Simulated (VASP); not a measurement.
Write the native input for VASP 6.6.1 that does the following.

```
Task                   : relaxation of cell and atoms
Functional             : PBE
Potentials or basis    : VASP PAW PBE potentials, release 64 (Ca_sv, Hf_pv)
Cutoff                 : 600 eV
k mesh                 : 6 × 6 × 8
Occupations            : gaussian, width 0.1 eV
Spin                   : no spin polarisation
Dipole correction      : no
Further INCAR settings : ALGO = Fast; EDIFF = 1e-07; IBRION = 2; EDIFFG = -0.01; NSW = 100; ISIF = 3
```

The structure of CaHf4 lies in POSCAR:

```
CaHf4
1.0
    5.9212900785      0.0000000000      0.0000000000
   -2.9606450392      5.1279876311      0.0000000000
    0.0000000000      0.0000000000      5.1210018122
Ca Hf
1 4
Direct
    0.0000000000      0.0000000000      0.5000000000
    0.5000000000      0.0000000000      0.5000000000
    0.0000000000      0.5000000000      0.5000000000
    0.5000000000      0.5000000000      0.5000000000
    0.0000000000      0.0000000000      0.0000000000
```

The cell was generated, and may not be a known phase.

One way to write it, as run:

INCAR

```
SYSTEM = CaHf4
  PREC = Accurate
  ENCUT = 600
  EDIFF = 1E-7
  ISMEAR = 0
  SIGMA = 0.1
  LREAL = .False.
  LASPH = .True.
  NELM = 60
  ALGO = Fast
  ISIF = 3
  LWAVE = .False.
  LCHARG = .False.
  GGA = PE
  IBRION = 2
  NSW = 100
  EDIFFG = -0.01
```

KPOINTS

```
regular mesh
0
Gamma
  6 6 8
  0 0 0
```

Potentials or basis: VASP PAW PBE potentials, release 64 (Ca_sv, Hf_pv).

Launch:

```sh
$ cat potpaw_PBE.64/Ca_sv/POTCAR potpaw_PBE.64/Hf_pv/POTCAR > POTCAR
$ mpirun -np 1 vasp_std > vasp.out
```

It gave:

* Relaxed volume: 31.30 Å³/atom
* Relaxed cell: a = 5.916 Å, b = 5.916 Å, c = 5.163 Å, α = 90.00°, β = 90.00°, γ = 120.00°
* Space group after relaxing (to 0.1 Å): P6/mmm (No. 191)
* Energy gained by relaxing: 0.4 meV/atom
* Ionic steps: 6
* Pressure after relaxing: 0.0 GPa
* Band gap on the k mesh: zero (bands 25 and 26 overlap by 0.61 eV)

Caveat: spin-orbit coupling is left out, which moves the levels of the heavy elements.

Wall time 13 min on 1 thread of Intel(R) Xeon(R) 6975P-C (Granite Rapids) (shared host), peak memory 0.45 GiB.
